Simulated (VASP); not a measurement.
# Zr (P6_3/mmc) in VASP: relaxation of cell and atoms with r2SCAN

Aim: the relaxation of cell and atoms of Zr with r2SCAN.

Everything below comes from runs of VASP 6.6.1. Logs are shortened: lines on timing, memory, paths and dates and some standing lists are left out, and cuts for length are marked.

## Step 1: The cell of the first run

It takes space group P6_3/mmc (No. 194, hexagonal). Conventional cell: a = 3.244 Å, b = 3.244 Å, c = 5.160 Å, α = 90.00°, β = 90.00°, γ = 120.00°. Within 4.2 Å of Zr (site symmetry -6m2) lie 12 Zr at 3.19 to 3.24 Å.

## Step 2: Relaxation of cell and atoms, r2SCAN, target pressure 7 GPa, at which the enthalpy is minimised

POSCAR reads:

```
Zr
1.0
    3.2441632253      0.0000000000      0.0000000000
   -1.6220816126      2.8095277671      0.0000000000
    0.0000000000      0.0000000000      5.1597221357
Zr
2
Direct
    0.3333333333      0.6666666667      0.2500000000
    0.6666666667      0.3333333333      0.7500000000
```

INCAR.step1 reads:

```
SYSTEM = Zr
  ALGO = Normal
  EDIFF = 1E-4
  ENCUT = 600
  GGA = PE
  ISMEAR = -1
  LASPH = .True.
  LCHARG = .False.
  LREAL = .False.
  LWAVE = .True.
  NELM = 100
  PREC = Accurate
  SIGMA = 0.1
```

INCAR.step2 reads:

```
SYSTEM = Zr
  ALGO = Normal
  EDIFF = 1E-6
  EDIFFG = -0.002
  ENCUT = 600
  IBRION = 2
  ISIF = 3
  ISMEAR = -1
  ISTART = 1
  LASPH = .True.
  LCHARG = .False.
  LMIXTAU = .True.
  LREAL = .False.
  LWAVE = .False.
  METAGGA = R2SCAN
  NELM = 100
  NSW = 100
  PREC = Accurate
  PSTRESS = 70.0
  SIGMA = 0.1
```

KPOINTS reads:

```
k-points
0
Gamma
  18 18 10
  0 0 0
```

Potentials or basis: VASP PAW PBE potentials, release 64 (Zr_sv).

On the command line:

```bash
$ cat potpaw_PBE.64/Zr_sv/POTCAR > POTCAR
$ cp INCAR.step1 INCAR
$ mpirun -np 1 vasp_std > vasp.out
$ cp INCAR.step2 INCAR
$ mpirun -np 1 vasp_std > vasp.out
```

OUTCAR:

```text
SYSTEM = Zr
   EDIFF = 1E-6
   EDIFFG = -0.002
   ENCUT = 600
   IBRION = 2
   ISIF = 3
   ISMEAR = -1
   ISTART = 1
   LASPH = .True.
   LREAL = .False.
   METAGGA = R2SCAN
   NELM = 100
   NSW = 100
   PREC = Accurate
   PSTRESS = 70.0

 ion  position               nearest neighbor table
   1  0.333  0.667  0.250-   2 3.19   2 3.19   2 3.19   2 3.19   2 3.19   2 3.19
   2  0.667  0.333  0.750-   1 3.19   1 3.19   1 3.19   1 3.19   1 3.19   1 3.19

  LATTYP: Found a hexagonal cell.
 ALAT       =     3.2441632253
 C/A-ratio  =     1.5904631726

  Lattice vectors:

 A1 = (   3.2441632253,   0.0000000000,   0.0000000000)
 A2 = (  -1.6220816126,   2.8095277671,   0.0000000000)
 A3 = (   0.0000000000,   0.0000000000,   5.1597221357)

Analysis of symmetry for initial positions (statically):
=====================================================================
 Subroutine PRICEL returns:
 Original cell was already a primitive cell.

 Routine SETGRP: Setting up the symmetry group for a
 hexagonal supercell.

 Subroutine GETGRP returns: Found 24 space group operations
 (whereof 12 operations were pure point group operations)
 out of a pool of 24 trial point group operations.

The static configuration has the point symmetry D_3d.
 The point group associated with its full space group is D_6h.

Analysis of symmetry for dynamics (positions and initial velocities):
=====================================================================
 Subroutine PRICEL returns:
 Original cell was already a primitive cell.

 Routine SETGRP: Setting up the symmetry group for a
 hexagonal supercell.

 Subroutine GETGRP returns: Found 24 space group operations
 (whereof 12 operations were pure point group operations)
 out of a pool of 24 trial point group operations.

The dynamic configuration has the point symmetry D_3d.
 The point group associated with its full space group is D_6h.

 Subroutine INISYM returns: Found 24 space group operations
 (whereof 12 operations are pure point group operations),
 and found     1 'primitive' translations

----------------------------------------------------------------------------------------

                                     Primitive cell

  volume of cell :      47.0286

  direct lattice vectors                    reciprocal lattice vectors
     3.244163225  0.000000000  0.000000000     0.308245896  0.177965851  0.000000000
    -1.622081613  2.809527767  0.000000000     0.000000000  0.355931702  0.000000000
[... 87 lines left out ...]
   EDIFFG = -.2E-02   stopping-criterion for IOM
   NSW    =    100    number of steps for IOM
   IBRION =      2    ionic relax: 0-MD 1-quasi-New 2-CG
   NFREE  =      1    steps in history (QN), initial steepest desc. (CG)
   ISIF   =      3    stress and relaxation
   ISYM   =      2    0-nonsym 1-usesym 2-fastsym
   POTIM  = 0.5000    time-step for ionic-motion
   TEBEG  =    0.0;   TEEND  =   0.0 temperature during run
   PSTRESS=   70.0 pullay stress
   NELECT =      24.0000    total number of electrons
   NUPDOWN=      -1.0000    fix difference up-down
   EMIN   =  10.00;   EMAX   =-10.00  energy-range for DOS
   EFERMI =   0.00;   METHOD = LEGACY
   ISMEAR =    -1;   SIGMA  =   0.10  broadening in eV -4-tet -1-fermi 0-gaus
   EFERMI_NEDOS =   21; number of points for ismear=-14 and -15
   IALGO  =     38    algorithm
   IMIX   =      4    mixing-type and parameters
     AMIX     =   0.40;   BMIX     =  1.00
     AMIX_MAG =   1.60;   BMIX_MAG =  1.00
  volume/ion in A,a.u.               =      23.51       158.68
  Fermi-wavevector in a.u.,A,eV,Ry     =   1.308251  2.472236 23.286659  1.711521
  Thomas-Fermi vector in A             =   2.438931
   LORBIT       =      0    0 simple, 1 ext, 2 COOP (PROOUT), +10 PAW based schemes
   METAGGA = R2SCAN    functional components
   LHFCALC =     F    Hartree Fock is set to
   AEXX    =    0.0000 exact exchange contribution
   IVDW    =     0    specifies the selected vdW correction
   LEPSILON=     F    determine dielectric tensor
   LRPA    =     F    only Hartree local field effects (RPA)
 conjugate gradient relaxation of ions
 non-spin polarized calculation
  energy-cutoff  :      600.00
  volume of cell :       47.03
 maximum number of plane-waves:      1594
 NGX is ok and might be reduce to    28
   NGX = 13   NGY = 13   NGZ = 21

--------------------------------------- Ionic step        1  -------------------------------------------

 number of electron      24.0000000 magnetization

 Free energy of the ion-electron system (eV)
  ---------------------------------------------------
  ext. energy  EPLUGINS =         0.00000000
  ---------------------------------------------------
  free energy    TOTEN  =       -45.52645979 eV

  energy without entropy =      -45.46728027  energy(sigma->0) =      -45.49687003

------------------------ aborting loop because EDIFF is reached ----------------------------------------

  FORCE on cell =-STRESS in cart. coord.  units (eV):
  Direction    XX          YY          ZZ          XY          YZ          ZX
  --------------------------------------------------------------------------------------
  -------------------------------------------------------------------------------------
  Total        0.0011353      0.0011353     -0.0140622      0.0000000      0.0000000      0.0000000
  in kB        0.0386783      0.0386783     -0.4790727      0.0000000      0.0000000      0.0000000
  external PRESSURE =     -70.1339054 kB  Pullay stress =      70.0000000 kB
[... 25 lines left out ...]
--------------------------------------- Ionic step        2  -------------------------------------------

 number of electron      24.0000000 magnetization

 E-fermi :  10.7169     XC(G=0): -12.6883

 val. band max:       10.7157600790   @ k =   0.1667   0.1667   0.4000
 cond. band min:      10.7193068679   @ k =   0.3333   0.1667   0.4000
 fundamental gap:      0.0035467889
 Fermi energy:        10.7169047431

 k-point     1 :       0.0000    0.0000    0.0000
  band No.  band energies     occupation
      1     -39.5829      2.00000
      2     -39.2844      2.00000
      3     -17.7545      2.00000
      4     -16.3422      2.00000
      5     -16.3422      2.00000
      6     -16.1216      2.00000
[... 712 lines left out ...]
--------------------------------------- Ionic step        9  -------------------------------------------

 number of electron      24.0000000 magnetization

 Free energy of the ion-electron system (eV)
  ---------------------------------------------------
  ext. energy  EPLUGINS =         0.00000000
  ---------------------------------------------------
  free energy    TOTEN  =       -45.46334388 eV

  energy without entropy =      -45.40618762  energy(sigma->0) =      -45.43476575

 E-fermi :   9.6675     XC(G=0): -12.2369

 val. band max:        9.6637453631   @ k =   0.3333   0.2222   0.5000
 cond. band min:       9.6719231303   @ k =   0.3333   0.1667   0.4000
 fundamental gap:      0.0081777672
 Fermi energy:         9.6674616990

 k-point     1 :       0.0000    0.0000    0.0000
  band No.  band energies     occupation
      1     -40.7541      2.00000
      2     -40.5452      2.00000
      3     -18.7241      2.00000
      4     -17.6317      2.00000
      5     -17.6317      2.00000
      6     -17.4630      2.00000
[... 480 lines left out ...]
  energy  without entropy=      -45.4061876231  energy(sigma->0) =      -45.43476575

  enthalpy is  TOTEN    =       -43.5409068875 eV   P V=        1.9224369951

 reached required accuracy - stopping structural energy minimisation
```

Run time: 2.3 h. Hardware: 1 thread of Oxide Virtual Turin-like, shared host; peak memory 0.31 GiB.

What came out:

* Free energy: -45.4633 eV
* Relaxed volume: 22.00 Å³/atom
* Relaxed cell: a = 3.169 Å, b = 3.169 Å, c = 5.058 Å, α = 90.00°, β = 90.00°, γ = 120.00°
* Space group after relaxing (to 0.1 Å): P6_3/mmc (No. 194)
* Energy change on relaxing (the run minimises the enthalpy): +31.6 meV/atom
* Ionic steps: 9
* Pressure after relaxing: 7.0 GPa
* Band gap on the k mesh: zero (bands 12 and 13 overlap by 1.37 eV)

Step by step:
| step | energy change (eV) | largest force (eV/Å) | pressure (GPa) | volume (Å³) |
| --- | --- | --- | --- | --- |
| 1 | 0.0000 | 0.0000 | -0.01 | 47.03 |
| 2 | 0.3449 | 0.0000 | 18.42 | 40.36 |
| 3 | 0.0603 | 0.0000 | 6.83 | 44.07 |
| 4 | 0.0629 | 0.0000 | 7.00 | 44.01 |
| 5 | 0.0655 | 0.0000 | 7.15 | 43.95 |
| 6 | 0.0601 | 0.0000 | 6.82 | 44.07 |
| 7 | 0.0614 | 0.0000 | 6.89 | 44.04 |
| 8 | 0.0631 | 0.0000 | 6.99 | 44.00 |
| 9 | 0.0631 | 0.0000 | 7.00 | 44.00 |

Final structure:
```xyz
2
Lattice="3.1695 0.0000 0.0000 -1.5847 2.7448 0.0000 0.0000 0.0000 5.0578" Properties=species:S:1:pos:R:3 pbc="T T T"
Zr    0.0000    1.8299    1.2645
Zr    1.5847    0.9149    3.7934
```

Levels at points of the mesh, in eV from the Fermi level:
```csv
k point,band 9,band 10,band 11,band 12,band 13,band 14,band 15,band 16
"(0.00, 0.00, 0.00)",-6.08,-3.34,1.01,1.01,1.17,1.29,1.81,1.81
"(0.50, 0.00, 0.00)",-2.90,-2.70,-2.42,-0.20,0.71,0.94,1.70,5.55
"(0.00, 0.00, 0.50)",-4.20,-4.20,0.03,0.03,0.92,0.92,0.92,0.92
"(0.50, 0.00, 0.50)",-3.16,-3.16,-1.19,-1.19,1.84,1.84,2.57,2.57
```

Caveat: the cell is relaxed towards a set pressure, so the run minimises the enthalpy, not the energy; the PAW data sets were made with another functional, which shifts forces and pressure a little.
